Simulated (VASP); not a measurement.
A run of VASP 6.6.1 is set up as follows.

File INCAR:

```
SYSTEM = Ga3Sb
PREC = Accurate
ENCUT = 520
EDIFF = 1E-6
ISMEAR = 0
SIGMA = 0.1
LREAL = .FALSE.
LASPH = .TRUE.
NELM = 60
ALGO = Fast
ISIF = 2
LWAVE = .FALSE.
LCHARG = .FALSE.
GGA = PE
IVDW = 12
NBANDS = 30
```

KPOINTS

```
Automatic mesh
0
G
  14 14 14
  0 0 0
```

Contents of POSCAR:

```
Ga3Sb
1.0
   -2.2905085777      2.2905085777      4.2162854045
    2.2905085777     -2.2905085777      4.2162854045
    2.2905085777      2.2905085777     -4.2162854045
Ga Sb
3 1
Direct
    0.7500000000      0.2500000000      0.5000000000
    0.2500000000      0.7500000000      0.5000000000
    0.5000000000      0.5000000000      0.0000000000
    0.0000000000      0.0000000000      0.0000000000
```

Potentials or basis: VASP PAW PBE potentials, release 64 (Ga_d, Sb).

Launch:

```console
$ cat potpaw_PBE.64/Ga_d/POTCAR potpaw_PBE.64/Sb/POTCAR > POTCAR
$ mpirun -np 1 vasp_std > vasp.out
```

Task: Predict the band gap on the k mesh.

Result: Zero (bands 22 and 23 overlap by 4.31 eV).

Task: What does it give for the dispersion energy per atom?

Result: -0.336 eV.

Task: What does it give for the pressure?

Result: -2.7 GPa.

Stress tensor (GPa, compression positive):
```
-2.69  0.00  0.00
 0.00 -2.69  0.00
 0.00  0.00 -2.60
```

Caveat: spin-orbit coupling is left out, which moves the levels of the heavy elements.
